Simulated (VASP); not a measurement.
# NaH (F-43m) in VASP: further runs, part 2 of 2

VASP 6.6.1.

## Step 4: Single point, PBE0

This run uses another cell than the first one, of 17.51 Å³/atom, 0.985 times its volume.

Input file POSCAR:

```
NaH
1.0
    0.0000000000      2.5969210608      2.5969210608
    2.5969210608      0.0000000000      2.5969210608
    2.5969210608      2.5969210608      0.0000000000
Na H
1 1
Direct
    0.0000000000      0.0000000000      0.0000000000
    0.2500000000      0.2500000000      0.2500000000
```

Input file INCAR.step1:

```
SYSTEM = NaH
  PREC = Accurate
  ENCUT = 520
  EDIFF = 1E-5
  ISMEAR = 0
  SIGMA = 0.01
  LREAL = .FALSE.
  LASPH = .TRUE.
  NELM = 100
  ALGO = Normal
  ISIF = 2
  LWAVE = .TRUE.
  GGA = PE
  NBANDS = 11
```

Input file INCAR.step2:

```
SYSTEM = NaH
  PREC = Accurate
  ENCUT = 520
  EDIFF = 1E-6
  ISMEAR = 0
  SIGMA = 0.01
  LREAL = .FALSE.
  LASPH = .TRUE.
  NELM = 100
  ALGO = Normal
  ISIF = 2
  LWAVE = .FALSE.
  LCHARG = .TRUE.
  GGA = PE
  LHFCALC = .TRUE.
  AEXX = 0.25
  PRECFOCK = Normal
  LELF = .TRUE.
  LVHAR = .TRUE.
  ISTART = 1
  NBANDS = 11
```

Input file KPOINTS:

```
Automatic mesh
0
G
  6 6 6
  0 0 0
```

Launch:

```bash
cat potpaw_PBE.64/Na_pv/POTCAR potpaw_PBE.64/H/POTCAR > POTCAR
cp INCAR.step1 INCAR
mpirun -np 1 vasp_std > vasp.out
cp INCAR.step2 INCAR
mpirun -np 1 vasp_std > vasp.out
```

Wall time 8.8 min (1 thread of Intel Xeon Platinum 8259CL at 2.50GHz (Skylake/Cascade Lake), shared host); peak memory 0.16 GiB.

It converged, with:

```
Free energy            : -6.0048 eV
Pressure               : 0.0 GPa
Band gap on the k mesh : 5.35 eV, indirect (least direct gap 6.10 eV)
```

Levels at points of the mesh, in eV from the valence-band top:
```csv
k point,band 2,band 3,band 4,band 5,band 6,band 7
"(0.00, 0.00, 0.00)",-24.26,-24.26,-3.10,10.30,15.53,15.53
"(0.50, 0.00, 0.00)",-24.26,-24.26,-0.75,5.35,12.79,14.74
"(0.50, 0.50, 0.00)",-24.27,-24.27,-0.07,6.86,9.33,11.79
```

Caveat: the PAW data sets were made with another functional, which shifts forces and pressure a little.

## Step 5: Single point, r2SCANh

This run uses another cell than the first one, of 17.51 Å³/atom, 0.985 times its volume.

POSCAR is that of step 4.

Input file INCAR.step1:

```
PREC     = Accurate       # precision mode
ENCUT    = 520            # plane-wave cutoff, eV
EDIFF    = 1E-5           # SCF threshold, eV
ISMEAR   = 0              # smearing method
SIGMA    = 0.01           # smearing width, eV
LREAL    = F              # projectors in reciprocal space
LASPH    = T              # aspherical terms in the spheres
NELM     = 60             # most SCF steps
ALGO     = Normal         # electronic algorithm
ISIF     = 2              # what is computed and relaxed
LWAVE    = T              # write WAVECAR
LCHARG   = F              # write CHGCAR
GGA      = PE             # functional
NBANDS   = 11             # bands
```

Input file INCAR.step2:

```
PREC     = Accurate       # precision mode
ENCUT    = 520            # plane-wave cutoff, eV
EDIFF    = 1E-7           # SCF threshold, eV
ISMEAR   = 0              # smearing method
SIGMA    = 0.01           # smearing width, eV
LREAL    = F              # projectors in reciprocal space
LASPH    = T              # aspherical terms in the spheres
NELM     = 60             # most SCF steps
ALGO     = Normal         # electronic algorithm
ISIF     = 2              # what is computed and relaxed
LWAVE    = F              # write WAVECAR
LCHARG   = F              # write CHGCAR
METAGGA  = R2SCAN         # meta-GGA
LHFCALC  = T              # exact exchange
AEXX     = 0.1            # exact-exchange fraction
LMIXTAU  = T            
PRECFOCK = Normal       
ISTART   = 1            
NBANDS   = 11             # bands
```

Input file KPOINTS:

```
regular mesh
0
Gamma
  6 6 6
```

Potentials or basis: VASP PAW PBE potentials, release 64 (Na_pv, H).

Launch:

```bash
cat potpaw_PBE.64/Na_pv/POTCAR potpaw_PBE.64/H/POTCAR > POTCAR
cp INCAR.step1 INCAR
mpirun -np 1 vasp_std > vasp.out
cp INCAR.step2 INCAR
mpirun -np 1 vasp_std > vasp.out
```

OUTCAR:

```text
PREC = Accurate
   ENCUT = 520
   EDIFF = 1E-7
   ISMEAR = 0
   LREAL = F
   LASPH = T
   NELM = 60
   ISIF = 2
   METAGGA = R2SCAN
   LHFCALC = T
   AEXX = 0.1
   PRECFOCK = Normal
   ISTART = 1

 ion  position               nearest neighbor table
   1  0.000  0.000  0.000-
   2  0.250  0.250  0.250-

  LATTYP: Found a face centered cubic cell.
 ALAT       =     5.1938421216

  Lattice vectors:

 A1 = (   0.0000000000,   2.5969210608,   2.5969210608)
 A2 = (   2.5969210608,   0.0000000000,   2.5969210608)
 A3 = (   2.5969210608,   2.5969210608,   0.0000000000)

Analysis of symmetry for initial positions (statically):
=====================================================================
 Subroutine PRICEL returns:
 Original cell was already a primitive cell.

 Routine SETGRP: Setting up the symmetry group for a
 face centered cubic supercell.

 Subroutine GETGRP returns: Found 24 space group operations
 (whereof 24 operations were pure point group operations)
 out of a pool of 48 trial point group operations.

The static configuration has the point symmetry T_d .

Analysis of symmetry for dynamics (positions and initial velocities):
=====================================================================
 Subroutine PRICEL returns:
 Original cell was already a primitive cell.

 Routine SETGRP: Setting up the symmetry group for a
 face centered cubic supercell.

 Subroutine GETGRP returns: Found 24 space group operations
 (whereof 24 operations were pure point group operations)
 out of a pool of 48 trial point group operations.

The dynamic configuration has the point symmetry T_d .

 Subroutine INISYM returns: Found 24 space group operations
 (whereof 24 operations are pure point group operations),
 and found     1 'primitive' translations

----------------------------------------------------------------------------------------

                                     Primitive cell

  volume of cell :      35.0273

  direct lattice vectors                    reciprocal lattice vectors
     0.000000000  2.596921061  2.596921061    -0.192535694  0.192535694  0.192535694
     2.596921061  0.000000000  2.596921061     0.192535694 -0.192535694  0.192535694
     2.596921061  2.596921061  0.000000000     0.192535694  0.192535694 -0.192535694

  length of vectors
     3.672600985  3.672600985  3.672600985     0.333481605  0.333481605  0.333481605

  position of ions in fractional coordinates (direct lattice)
     0.000000000  0.000000000  0.000000000
     0.250000000  0.250000000  0.250000000

  ion indices of the primitive-cell ions
   primitive index   ion index
                 1           1
                 2           2

----------------------------------------------------------------------------------------

 KPOINTS: regular mesh

Automatic generation of k-mesh.
 Grid dimensions read from file:
 generate k-points for:    6    6    6

 Generating k-lattice:
[... 36 lines left out ...]
   number of dos      NEDOS =    301   number of ions     NIONS =      2
   total plane-waves  NPLWV =  21952
   dimension x,y,z NGX =    28 NGY =   28 NGZ =   28
   dimension x,y,z NGXF=    56 NGYF=   56 NGZF=   56
   ions per type =               1   1
   NGX,Y,Z   is equivalent  to a cutoff of  12.67, 12.67, 12.67 a.u.
   NGXF,Y,Z  is equivalent  to a cutoff of  25.35, 25.35, 25.35 a.u.
 SYSTEM =  unknown system
   PREC   = accura    normal or accurate (medium, high low for compatibility)
   ISTART =      1    job   : 0-new  1-cont  2-samecut
   ICHARG =      0    charge: 1-file 2-atom 10-const
   ISPIN  =      1    spin polarized calculation?
   LNONCOLLINEAR =      F non collinear calculations
   LSORBIT =      F    spin-orbit coupling
   LASPH  =      T    aspherical Exc in radial PAW
   ENCUT  =  520.0 eV  38.22 Ry    6.18 a.u.   6.83  6.83  6.83*2*pi/ulx,y,z
   NELM   =     60;   NELMIN=  2; NELMDL=  0     # of ELM steps
   EDIFF  = 0.1E-06   stopping-criterion for ELM
   LREAL  =      F    real-space projection
   EDIFFG = 0.1E-05   stopping-criterion for IOM
   NSW    =      0    number of steps for IOM
   IBRION =     -1    ionic relax: 0-MD 1-quasi-New 2-CG
   NFREE  =      0    steps in history (QN), initial steepest desc. (CG)
   ISIF   =      2    stress and relaxation
   ISYM   =      3    0-nonsym 1-usesym 2-fastsym
   POTIM  = 0.5000    time-step for ionic-motion
   TEBEG  =    0.0;   TEEND  =   0.0 temperature during run
   PSTRESS=    0.0 pullay stress
   NELECT =       8.0000    total number of electrons
   NUPDOWN=      -1.0000    fix difference up-down
   EMIN   =  10.00;   EMAX   =-10.00  energy-range for DOS
   EFERMI =   0.00;   METHOD = LEGACY
   ISMEAR =     0;   SIGMA  =   0.01  broadening in eV -4-tet -1-fermi 0-gaus
   EFERMI_NEDOS =   21; number of points for ismear=-14 and -15
   IALGO  =     38    algorithm
   IMIX   =      1    mixing-type and parameters
     AMIX     =   0.40;   BMIX     =  1.00
     AMIX_MAG =   1.60;   BMIX_MAG =  1.00
  volume/ion in A,a.u.               =      17.51       118.19
  Fermi-wavevector in a.u.,A,eV,Ry     =   1.000697  1.891044 13.624808  1.001395
  Thomas-Fermi vector in A             =   2.133071
   LORBIT       =      0    0 simple, 1 ext, 2 COOP (PROOUT), +10 PAW based schemes
   METAGGA = R2SCAN    functional components
   LHFCALC =     T    Hartree Fock is set to
   PRECFOCK=normal    Normal, Fast or Accurate (Low or Medium for compatibility)
   ENCUT4O =  -1.0   cutoff for four orbital integrals eV
   NKREDX  =     1    reduce k-point grid by
   NKREDY  =     1    reduce k-point grid by
   NKREDZ  =     1    reduce k-point grid by
   AEXX    =    0.1000 exact exchange contribution
   HFSCREEN=    0.0000 screening length (either q_TF or 0.3 A-1)
   HFSCREENC=   0.0000 screening length for correlation (either q_TF or 0.3 A-1)
   ENCUTFOCK=  -1.0 apply spherical cutoff to Coloumb kernel
   IVDW    =     0    specifies the selected vdW correction
   LEPSILON=     F    determine dielectric tensor
   LRPA    =     F    only Hartree local field effects (RPA)
 non-spin polarized calculation
 Gauss-broadening in eV      SIGMA  =   0.01
  energy-cutoff  :      520.00
  volume of cell :       35.03
 maximum number of plane-waves:       960
  NGX = 24; NGY = 24; NGZ = 24

 number of electron       8.0000009 magnetization

 Free energy of the ion-electron system (eV)
  ---------------------------------------------------
  ext. energy  EPLUGINS =         0.00000000
  ---------------------------------------------------
  free energy    TOTEN  =        -7.61070107 eV

  energy without entropy =       -7.61070107  energy(sigma->0) =       -7.61070107

 E-fermi :  -2.5487     XC(G=0):  -6.5948

 val. band max:       -2.6398366556   @ k =  -0.3333   0.5000   0.1667
 cond. band min:       2.0392666415   @ k =   0.5000   0.0000   0.0000
 fundamental gap:      4.6791032972
 Fermi energy:        -2.5487493225

 k-point     1 :       0.0000    0.0000    0.0000
  band No.  band energies     occupation
      1     -26.2364      2.00000
      2     -26.2360      2.00000
      3     -26.2360      2.00000
      4      -5.5356      2.00000
      5       6.9349      0.00000
      6      11.9858      0.00000
      7      11.9858      0.00000
      8      11.9859      0.00000
      9      15.1784      0.00000
     10      15.1784      0.00000
     11      15.1788      0.00000
[... 197 lines left out ...]
 k-point    16 :      -0.3333    0.5000    0.1667
  band No.  band energies     occupation
      1     -26.2733      2.00000
      2     -26.2581      2.00000
      3     -26.2518      2.00000
      4      -2.6398      2.00000
      5       4.0797      0.00000
      6       4.8005      0.00000
      7       6.6631      0.00000
      8      11.1974      0.00000
      9      14.4279      0.00000
     10      16.1733      0.00000
     11      19.2537      0.00000

------------------------ aborting loop because EDIFF is reached ----------------------------------------

  FORCE on cell =-STRESS in cart. coord.  units (eV):
  Direction    XX          YY          ZZ          XY          YZ          ZX
  --------------------------------------------------------------------------------------
  -------------------------------------------------------------------------------------
  Total       -0.0389856     -0.0389856     -0.0389856      0.0000000     -0.0000000      0.0000000
  in kB       -1.7832368     -1.7832368     -1.7832368      0.0000000     -0.0000000      0.0000000
  external PRESSURE =      -1.7832368 kB  Pullay stress =       0.0000000 kB

 VOLUME and BASIS-vectors are now :
 -----------------------------------------------------------------------------
  energy-cutoff  :      520.00
  volume of cell :       35.03
      direct lattice vectors                 reciprocal lattice vectors
     0.000000000  2.596921061  2.596921061    -0.192535694  0.192535694  0.192535694
     2.596921061  0.000000000  2.596921061     0.192535694 -0.192535694  0.192535694
     2.596921061  2.596921061  0.000000000     0.192535694  0.192535694 -0.192535694

 POSITION                                       TOTAL-FORCE (eV/Angst)
 -----------------------------------------------------------------------------------
      0.00000      0.00000      0.00000        -0.000000     -0.000000     -0.000000
      1.29846      1.29846      1.29846         0.000000      0.000000      0.000000
 -----------------------------------------------------------------------------------
    total drift:                                0.000019      0.000000      0.000008

  FREE ENERGIE OF THE ION-ELECTRON SYSTEM (eV)
  ---------------------------------------------------
  free  energy   TOTEN  =        -7.6107010663 eV

  energy  without entropy=       -7.6107010663  energy(sigma->0) =       -7.61070107
```

Run time: 21 min. Hardware: 1 thread of Intel Xeon Platinum 8259CL at 2.50GHz (Skylake/Cascade Lake), shared host; peak memory 0.17 GiB.

Results:

```yaml
Free_energy: -7.6107 eV
Pressure: -0.2 GPa
Band_gap_on_the_k_mesh: 4.68 eV, indirect (least direct gap 5.38 eV)
```

Caveat: the PAW data sets were made with another functional, which shifts forces and pressure a little. A k mesh can miss the band edges.

## Step 6: Summary

```tsv
task	level	cell	k mesh	cutoff (eV)	smearing	grid for exact exchange (PRECFOCK)	screening parameter	gap on the mesh (eV)	pressure (GPa)
relaxation of cell and atoms	r2SCAN	relaxed from a = 3.691 Å, angles 60.0°, 2 atoms	8 × 8 × 8	600	fermi-dirac 0.02 eV	-	-	4.05	0.0
single point	HSE06	a = 3.673 Å, angles 60.0°, 2 atoms	6 × 6 × 6	520	gaussian 0.01 eV	Normal	0.2079 1/Å	4.63	0.1
single point	PBE0	a = 3.673 Å, angles 60.0°, 2 atoms	6 × 6 × 6	520	gaussian 0.01 eV	Normal	-	5.35	0.0
single point	r2SCANh	a = 3.673 Å, angles 60.0°, 2 atoms	6 × 6 × 6	520	gaussian 0.01 eV	Normal	-	4.68	-0.2
```

Alike in all rows: potentials or basis VASP PAW PBE potentials, release 64 (Na_pv, H); no spin polarisation.

Caveats: the PAW data sets were made with another functional, which shifts forces and pressure a little.

Absolute energies hang on the potentials; compare differences alone.
